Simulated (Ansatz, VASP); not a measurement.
WS2: VASP beside Ansatz

```
W S
1.0
     3.20817    0.00000    0.00000
    -1.60408    2.77836    0.00000
     0.00000    0.00000   11.77225
W S
2 4
Cartesian
  0.0000 1.8522 2.9431
  1.6041 0.9261 8.8292
  0.0000 1.8522 7.2570
  1.6041 0.9261 1.3709
  0.0000 1.8522 10.4013
  1.6041 0.9261 4.5152
```

Change from the starting cell: strain +0.0300 x Voigt [1, 1, 0, 0, 0, 0], atoms carried along.

Alike in both runs: task single point; functional PBEsol; dispersion D3(BJ); k mesh 12 × 12 × 4; occupations gaussian, width 0.05 eV; no spin polarisation.

```csv
,VASP,Ansatz
version,VASP 6.6.1,Ansatz 0.2.0
potentials or method,"VASP PAW PBE potentials, release 64 (W_sv, S), cutoff 520 eV","scalar-relativistic, plane waves, PAW"
valence electrons in the cell,52,52
```

```tsv
	VASP	Ansatz	Ansatz less VASP
gap on the k mesh at the Fermi level (eV)	0.71	0.69	-0.019
least direct gap on the mesh (eV)	1.61	1.60	-0.003
pressure (GPa)	-9.2	-9.4	-0.12
traceless stress, the component that is largest in VASP (GPa)	3.13	3.08	-0.048
rms of the force components (eV/Å)	0.298	0.306	+0.0075
```

VASP's potentials were made for PBE, not for PBEsol. Atom by atom the forces differ by 0.008 eV/Å (rms over components).

Spin-orbit coupling is off throughout.
